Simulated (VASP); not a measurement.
Here is a VASP 6.6.1 calculation.

The input INCAR:

```
PREC = Accurate
ENCUT = 600
EDIFF = 1E-7
ISMEAR = 1
SIGMA = 0.05
LREAL = False
LASPH = True
NELM = 100
ALGO = Normal
ISIF = 3
LWAVE = False
LCHARG = False
GGA = PE
IBRION = 2
NSW = 80
EDIFFG = -0.03
PSTRESS = 80.0
```

Contents of KPOINTS:

```
regular mesh
0
Gamma
  15 15 15
```

POSCAR

```
W
1.0
   -1.5823400000      1.5823400000      1.5823400000
    1.5823400000     -1.5823400000      1.5823400000
    1.5823400000      1.5823400000     -1.5823400000
W
1
Direct
    0.0000000000      0.0000000000      0.0000000000
```

Potentials or basis: VASP PAW PBE potentials, release 64 (W_sv).

The run is started by

```sh
$ cat potpaw_PBE.64/W_sv/POTCAR > POTCAR
$ mpirun -np 1 vasp_std > vasp.out
```

(1) What does it give for the relaxed volume?

(2) What does it give for the space group after relaxing (to 0.05 Å)?

(3) What does it give for the relaxed cell?

(4) Predict the band gap on the k mesh.

Results:

(1) 15.78 Å³/atom.

(2) Im-3m (No. 229).

(3) a = 2.737 Å, b = 2.737 Å, c = 2.737 Å, α = 109.47°, β = 109.47°, γ = 109.47°.

(4) zero (band 7 reaches 16.18 eV, above the bottom of band 8 at 10.27 eV).

Caveat: the cell is relaxed towards a set pressure, so the enthalpy falls and the energy may rise; spin-orbit coupling is left out, which moves the levels of the heavy elements.
